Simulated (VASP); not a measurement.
Write the native input for VASP 6.6.1 that does the following.

```
Task                   : dielectric tensor
Functional             : r2SCAN
Potentials or basis    : VASP PAW PBE potentials, release 64 (Sr_sv, Te)
Cutoff                 : 440 eV
k mesh                 : 6 × 6 × 6
Occupations            : gaussian, width 0.01 eV
Spin                   : no spin polarisation
Dipole correction      : no
Further INCAR settings : ALGO = Normal; EDIFF = 1e-08
```

The structure of SrTe lies in POSCAR:

```
SrTe
1.0
    0.0000000000      3.3527582064      3.3527582064
    3.3527582064      0.0000000000      3.3527582064
    3.3527582064      3.3527582064      0.0000000000
Sr Te
1 1
Direct
    0.0000000000      0.0000000000      0.0000000000
    0.5000000000      0.5000000000      0.5000000000
```

The input as run:

INCAR

```
ALGO = Normal
EDIFF = 1E-8
ENCUT = 440
GGA_COMPAT = F
ISIF = 2
ISMEAR = 0
LASPH = T
LCALCEPS = T
LCHARG = F
LMIXTAU = T
LREAL = F
LWAVE = F
METAGGA = R2SCAN
NELM = 120
PREC = Accurate
SIGMA = 0.01
```

KPOINTS

```
k-points
0
Gamma
  6 6 6
```

Potentials or basis: VASP PAW PBE potentials, release 64 (Sr_sv, Te).

Launch:

```sh
$ cat potpaw_PBE.64/Sr_sv/POTCAR potpaw_PBE.64/Te/POTCAR > POTCAR
$ mpirun -np 1 vasp_std > vasp.out
```

Results of the run:

```json
{
 "Band gap on the k mesh": "2.14 eV, indirect (least direct gap 2.89 eV)",
 "Electronic dielectric tensor (diagonal)": "5.31",
 "Born charges (mean of the diagonal)": "Sr +2.37; Te -2.37 e"
}
```

Caveat: spin-orbit coupling is left out, which moves the levels of the heavy elements.

Run time: 20 min on 1 thread of Intel(R) Xeon(R) Platinum 8375C CPU @ 2.90GHz (Ice Lake), with other jobs on the host, peak memory 0.36 GiB.
